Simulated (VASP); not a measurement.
# ZnS (F-43m) in VASP: a series of runs

Runs on ZnS. Level: LDA. Tasks: single point.

Program: VASP 6.6.1. These are calculated values, not measurements. Logs are shortened: lines on timing, memory, paths and dates and some standing lists are left out, and cuts for length are marked.

**Experimental background.**

From “Electronic, vibrational, and thermodynamic properties of ZnS (zincblende and rocksalt structure)”, 2009, arxiv:0911.5022, for a bulk crystal of ZnS at 19 K: band gap 3.85 eV (direct).

The runs below are set against these values where they give the same quantity.

### 1 The cell of the first run

The structure is cubic, space group F-43m (No. 216). The conventional cell has a = 5.223 Å, b = 5.223 Å, c = 5.223 Å, α = 90.00°, β = 90.00°, γ = 90.00°. Zn (site symmetry -43m) has 4 S at 2.26 Å within 3.0 Å. S (site symmetry -43m) has 4 Zn at 2.26 Å within 3.0 Å.

### 2 Single point, LDA

INCAR reads:

```
SYSTEM = ZnS
PREC = Accurate
ENCUT = 520
EDIFF = 1E-7
ISMEAR = 0
SIGMA = 0.01
LREAL = .FALSE.
LASPH = .TRUE.
NELM = 80
ALGO = Normal
ISIF = 2
LWAVE = .FALSE.
LCHARG = .FALSE.
NBANDS = 16
```

KPOINTS reads:

```
Automatic mesh
0
G
  8 8 8
  0 0 0
```

POSCAR reads:

```
ZnS
1.0
    2.6114713560      2.6114713560      0.0000000000
   -2.6114713560      2.6114713560      0.0000000000
    0.0000000000      2.6114713560      2.6114713560
Zn S
1 1
Direct
    0.7500000000      0.2500000000      0.5000000000
    0.0000000000      0.0000000000      0.0000000000
```

Potentials or basis: VASP PAW LDA potentials, release 64 (Zn, S).

Started as:

```
> cat potpaw_LDA.64/Zn/POTCAR potpaw_LDA.64/S/POTCAR > POTCAR
> mpirun -np 1 vasp_std > vasp.out
```

OUTCAR:

```text
SYSTEM = ZnS
   PREC = Accurate
   ENCUT = 520
   EDIFF = 1E-7
   ISMEAR = 0
   LREAL = .FALSE.
   LASPH = .TRUE.
   NELM = 80
   ISIF = 2

 ion  position               nearest neighbor table
   1  0.750  0.250  0.500-   2 2.26   2 2.26   2 2.26   2 2.26
   2  0.000  0.000  0.000-   1 2.26   1 2.26   1 2.26   1 2.26

  LATTYP: Found a face centered cubic cell.
 ALAT       =     5.2229427120

  Lattice vectors:

 A1 = (   0.0000000000,   2.6114713560,   2.6114713560)
 A2 = (   2.6114713560,   0.0000000000,   2.6114713560)
 A3 = (   2.6114713560,   2.6114713560,   0.0000000000)

Analysis of symmetry for initial positions (statically):
=====================================================================
 Subroutine PRICEL returns:
 Original cell was already a primitive cell.

 Routine SETGRP: Setting up the symmetry group for a
 face centered cubic supercell.

 Subroutine GETGRP returns: Found 24 space group operations
 (whereof 24 operations were pure point group operations)
 out of a pool of 48 trial point group operations.

The static configuration has the point symmetry T_d .

Analysis of symmetry for dynamics (positions and initial velocities):
=====================================================================
 Subroutine PRICEL returns:
 Original cell was already a primitive cell.

 Routine SETGRP: Setting up the symmetry group for a
 face centered cubic supercell.

 Subroutine GETGRP returns: Found 24 space group operations
 (whereof 24 operations were pure point group operations)
 out of a pool of 48 trial point group operations.

The dynamic configuration has the point symmetry T_d .

 Subroutine INISYM returns: Found 24 space group operations
 (whereof 24 operations are pure point group operations),
 and found     1 'primitive' translations

----------------------------------------------------------------------------------------

                                     Primitive cell

  volume of cell :      35.6193

  direct lattice vectors                    reciprocal lattice vectors
     2.611471356  2.611471356  0.000000000     0.191462946  0.191462946 -0.191462946
    -2.611471356  2.611471356  0.000000000    -0.191462946  0.191462946 -0.191462946
     0.000000000  2.611471356  2.611471356     0.000000000  0.000000000  0.382925893

  length of vectors
     3.693178209  3.693178209  3.693178209     0.331623551  0.331623551  0.382925893

  position of ions in fractional coordinates (direct lattice)
     0.750000000  0.250000000  0.500000000
     0.000000000  0.000000000  0.000000000

  ion indices of the primitive-cell ions
   primitive index   ion index
                 1           1
                 2           2

----------------------------------------------------------------------------------------

 KPOINTS: Automatic mesh

Automatic generation of k-mesh.
 Grid dimensions read from file:
 generate k-points for:    8    8    8

 Generating k-lattice:

  Cartesian coordinates                     Fractional coordinates (reciprocal lattice)
     0.023932868  0.023932868 -0.023932868     0.125000000  0.000000000  0.000000000
    -0.023932868  0.023932868 -0.023932868     0.000000000  0.125000000  0.000000000
     0.000000000  0.000000000  0.047865737     0.000000000  0.000000000  0.125000000

  Length of vectors
     0.041452944  0.041452944  0.047865737

  Shift w.r.t. Gamma in fractional coordinates (k-lattice)
     0.000000000  0.000000000  0.000000000

 Subroutine IBZKPT returns following result:
 ===========================================

 Found     29 irreducible k-points:

 Following reciprocal coordinates:
            Coordinates               Weight
  0.000000  0.000000  0.000000      1.000000
  0.125000  0.000000  0.000000      8.000000
  0.250000  0.000000  0.000000      8.000000
  0.375000  0.000000  0.000000      8.000000
  0.500000  0.000000  0.000000      4.000000
  0.125000  0.125000  0.000000     12.000000
[... 16 lines left out ...]
  0.375000  0.250000  0.125000     48.000000
  0.500000  0.250000  0.125000     24.000000
 [... further k-points ...]
   k-points           NKPTS =     29   k-points in BZ     NKDIM =     29   number of bands    NBANDS=     16
   number of dos      NEDOS =    301   number of ions     NIONS =      2
   total plane-waves  NPLWV =  21952
   dimension x,y,z NGX =    28 NGY =   28 NGZ =   28
   dimension x,y,z NGXF=    56 NGYF=   56 NGZF=   56
   ions per type =               1   1
   NGX,Y,Z   is equivalent  to a cutoff of  12.60, 12.60, 12.60 a.u.
   NGXF,Y,Z  is equivalent  to a cutoff of  25.21, 25.21, 25.21 a.u.
 SYSTEM =  ZnS
   PREC   = accura    normal or accurate (medium, high low for compatibility)
   ISTART =      0    job   : 0-new  1-cont  2-samecut
   ICHARG =      2    charge: 1-file 2-atom 10-const
   ISPIN  =      1    spin polarized calculation?
   LNONCOLLINEAR =      F non collinear calculations
   LSORBIT =      F    spin-orbit coupling
   LASPH  =      T    aspherical Exc in radial PAW
   ENCUT  =  520.0 eV  38.22 Ry    6.18 a.u.   6.87  6.87  6.87*2*pi/ulx,y,z
   NELM   =     80;   NELMIN=  2; NELMDL= -5     # of ELM steps
   EDIFF  = 0.1E-06   stopping-criterion for ELM
   LREAL  =      F    real-space projection
   EDIFFG = 0.1E-05   stopping-criterion for IOM
   NSW    =      0    number of steps for IOM
   IBRION =     -1    ionic relax: 0-MD 1-quasi-New 2-CG
   NFREE  =      0    steps in history (QN), initial steepest desc. (CG)
   ISIF   =      2    stress and relaxation
   ISYM   =      2    0-nonsym 1-usesym 2-fastsym
   POTIM  = 0.5000    time-step for ionic-motion
   TEBEG  =    0.0;   TEEND  =   0.0 temperature during run
   PSTRESS=    0.0 pullay stress
   NELECT =      18.0000    total number of electrons
   NUPDOWN=      -1.0000    fix difference up-down
   EMIN   =  10.00;   EMAX   =-10.00  energy-range for DOS
   EFERMI =   0.00;   METHOD = LEGACY
   ISMEAR =     0;   SIGMA  =   0.01  broadening in eV -4-tet -1-fermi 0-gaus
   EFERMI_NEDOS =   21; number of points for ismear=-14 and -15
   IALGO  =     38    algorithm
   IMIX   =      4    mixing-type and parameters
     AMIX     =   0.40;   BMIX     =  1.00
     AMIX_MAG =   1.60;   BMIX_MAG =  1.00
  volume/ion in A,a.u.               =      17.81       120.19
  Fermi-wavevector in a.u.,A,eV,Ry     =   1.303978  2.464162 23.134798  1.700360
  Thomas-Fermi vector in A             =   2.434945
   LORBIT       =      0    0 simple, 1 ext, 2 COOP (PROOUT), +10 PAW based schemes
   GGA     = CA    functional components
   LHFCALC =     F    Hartree Fock is set to
   AEXX    =    0.0000 exact exchange contribution
   IVDW    =     0    specifies the selected vdW correction
   LEPSILON=     F    determine dielectric tensor
   LRPA    =     F    only Hartree local field effects (RPA)
 non-spin polarized calculation
 Gauss-broadening in eV      SIGMA  =   0.01
  energy-cutoff  :      520.00
  volume of cell :       35.62
 maximum number of plane-waves:       982
   NGX = 13   NGY = 13   NGZ = 13

 number of electron      17.9999987 magnetization

 Free energy of the ion-electron system (eV)
  ---------------------------------------------------
  ext. energy  EPLUGINS =         0.00000000
  ---------------------------------------------------
  free energy    TOTEN  =        -8.18609105 eV

  energy without entropy =       -8.18609105  energy(sigma->0) =       -8.18609105

 E-fermi :   3.0186     XC(G=0): -10.5141

 val. band max:        2.9519030364   @ k =   0.0000   0.0000   0.0000
 cond. band min:       5.3075332989   @ k =   0.0000   0.0000   0.0000
 fundamental gap:      2.3556302625
 Fermi energy:         3.0186437518

 k-point     1 :       0.0000    0.0000    0.0000
  band No.  band energies     occupation
      1     -10.9267      2.00000
      2      -4.0127      2.00000
      3      -4.0127      2.00000
      4      -4.0127      2.00000
      5      -3.4061      2.00000
      6      -3.4061      2.00000
[... 8 lines left out ...]
     15      14.8238      0.00000
     16      15.0537      0.00000

 k-point     2 :       0.1250    0.0000    0.0000
  band No.  band energies     occupation
      1     -10.7853      2.00000
      2      -4.0204      2.00000
      3      -3.9872      2.00000
      4      -3.9872      2.00000
      5      -3.4086      2.00000
      6      -3.4086      2.00000
[... 8 lines left out ...]
     15      14.1368      0.00000
     16      15.8046      0.00000

 k-point     3 :       0.2500    0.0000    0.0000
  band No.  band energies     occupation
      1     -10.4112      2.00000
      2      -3.9930      2.00000
      3      -3.9318      2.00000
      4      -3.9318      2.00000
      5      -3.4050      2.00000
      6      -3.4050      2.00000
[... 8 lines left out ...]
     15      13.9203      0.00000
     16      15.1503      0.00000

 k-point     4 :       0.3750    0.0000    0.0000
  band No.  band energies     occupation
      1      -9.9762      2.00000
      2      -3.8890      2.00000
      3      -3.8890      2.00000
      4      -3.7816      2.00000
      5      -3.3830      2.00000
      6      -3.3830      2.00000
[... 8 lines left out ...]
     15      15.1569      0.00000
     16      15.1569      0.00000

 k-point     5 :       0.5000    0.0000    0.0000
  band No.  band energies     occupation
      1      -9.7717      2.00000
      2      -3.8760      2.00000
      3      -3.8760      2.00000
      4      -3.3673      2.00000
      5      -3.3673      2.00000
      6      -3.2283      2.00000
[... 8 lines left out ...]
     15      16.6050      0.00000
     16      16.6050      0.00000

 k-point     6 :       0.1250    0.1250    0.0000
  band No.  band energies     occupation
      1     -10.5653      2.00000
      2      -4.0262      2.00000
      3      -3.9548      2.00000
      4      -3.9376      2.00000
      5      -3.4276      2.00000
      6      -3.3912      2.00000
[... 8 lines left out ...]
     15      14.3686      0.00000
     16      16.9821      0.00000

 k-point     7 :       0.2500    0.1250    0.0000
  band No.  band energies     occupation
      1     -10.1640      2.00000
      2      -3.9479      2.00000
      3      -3.8946      2.00000
      4      -3.8865      2.00000
      5      -3.4279      2.00000
      6      -3.3676      2.00000
[... 8 lines left out ...]
     15      15.5210      0.00000
     16      16.4362      0.00000

 k-point     8 :       0.3750    0.1250    0.0000
  band No.  band energies     occupation
      1      -9.7918      2.00000
      2      -3.8780      2.00000
      3      -3.8503      2.00000
      4      -3.6238      2.00000
      5      -3.3957      2.00000
      6      -3.3284      2.00000
[... 8 lines left out ...]
     15      15.6905      0.00000
     16      17.1785      0.00000

 k-point     9 :       0.5000    0.1250    0.0000
  band No.  band energies     occupation
      1      -9.7231      2.00000
      2      -3.8855      2.00000
      3      -3.8374      2.00000
      4      -3.5287      2.00000
      5      -3.3634      2.00000
      6      -3.2394      2.00000
[... 8 lines left out ...]
     15      16.6254      0.00000
     16      16.7450      0.00000
[... 172 lines left out ...]
 k-point    19 :       0.5000    0.3750    0.0000
  band No.  band energies     occupation
      1      -9.4473      2.00000
      2      -4.0756      2.00000
      3      -3.6355      2.00000
      4      -3.6166      2.00000
      5      -3.3254      2.00000
      6      -3.1782      2.00000
[... 8 lines left out ...]
     15      16.9060      0.00000
     16      18.2421      0.00000

 k-point    20 :      -0.3750    0.3750    0.0000
  band No.  band energies     occupation
      1      -9.6548      2.00000
      2      -4.1368      2.00000
      3      -3.6745      2.00000
      4      -3.6745      2.00000
      5      -3.3786      2.00000
      6      -3.3225      2.00000
[... 8 lines left out ...]
     15      16.4116      0.00000
     16      19.8408      0.00000

 k-point    21 :       0.5000    0.5000    0.0000
  band No.  band energies     occupation
      1      -9.3799      2.00000
      2      -4.1327      2.00000
      3      -3.5933      2.00000
      4      -3.5933      2.00000
      5      -3.3081      2.00000
      6      -3.1438      2.00000
[... 8 lines left out ...]
     15      16.8494      0.00000
     16      17.7863      0.00000

 k-point    22 :       0.2500    0.2500    0.1250
  band No.  band energies     occupation
      1     -10.1151      2.00000
      2      -4.0284      2.00000
      3      -3.8582      2.00000
      4      -3.8279      2.00000
      5      -3.4394      2.00000
      6      -3.3572      2.00000
[... 8 lines left out ...]
     15      15.9637      0.00000
     16      18.3981      0.00000

 k-point    23 :       0.3750    0.2500    0.1250
  band No.  band energies     occupation
      1      -9.7486      2.00000
      2      -3.9062      2.00000
      3      -3.8261      2.00000
      4      -3.6857      2.00000
      5      -3.3883      2.00000
      6      -3.3233      2.00000
[... 8 lines left out ...]
     15      17.0816      0.00000
     16      17.6114      0.00000

 k-point    24 :       0.5000    0.2500    0.1250
  band No.  band energies     occupation
      1      -9.5816      2.00000
      2      -3.8755      2.00000
      3      -3.7959      2.00000
      4      -3.5001      2.00000
      5      -3.3925      2.00000
      6      -3.0721      2.00000
[... 8 lines left out ...]
     15      16.6424      0.00000
     16      17.6178      0.00000

 [... further k-points ...]

------------------------ aborting loop because EDIFF is reached ----------------------------------------

  FORCE on cell =-STRESS in cart. coord.  units (eV):
  Direction    XX          YY          ZZ          XY          YZ          ZX
  --------------------------------------------------------------------------------------
  -------------------------------------------------------------------------------------
  Total        0.9579668      0.9579668      0.9579668      0.0000000      0.0000000     -0.0000000
  in kB       43.0898751     43.0898751     43.0898751      0.0000000      0.0000000     -0.0000000
  external PRESSURE =      43.0898751 kB  Pullay stress =       0.0000000 kB

 VOLUME and BASIS-vectors are now :
 -----------------------------------------------------------------------------
  energy-cutoff  :      520.00
  volume of cell :       35.62
      direct lattice vectors                 reciprocal lattice vectors
     2.611471356  2.611471356  0.000000000     0.191462946  0.191462946 -0.191462946
    -2.611471356  2.611471356  0.000000000    -0.191462946  0.191462946 -0.191462946
     0.000000000  2.611471356  2.611471356     0.000000000  0.000000000  0.382925893

 POSITION                                       TOTAL-FORCE (eV/Angst)
 -----------------------------------------------------------------------------------
      1.30574      3.91721      1.30574         0.000000     -0.000000      0.000000
      0.00000      0.00000      0.00000        -0.000000      0.000000      0.000000
 -----------------------------------------------------------------------------------
    total drift:                               -0.000000      0.000000     -0.000000

  FREE ENERGIE OF THE ION-ELECTRON SYSTEM (eV)
  ---------------------------------------------------
  free  energy   TOTEN  =        -8.1860910473 eV

  energy  without entropy=       -8.1860910473  energy(sigma->0) =       -8.18609105
```

It took 36 s on 1 thread of AMD EPYC 7R13, shared host; peak memory 0.11 GiB.

Results:

| Quantity | Value |
| --- | --- |
| Free energy | -8.1861 eV |
| Pressure | 4.3 GPa |
| Band gap on the k mesh | 2.36 eV, direct |

A hybrid or GW would open this gap; LDA tends to underestimate it.

(Continued in part 2 of 2.)
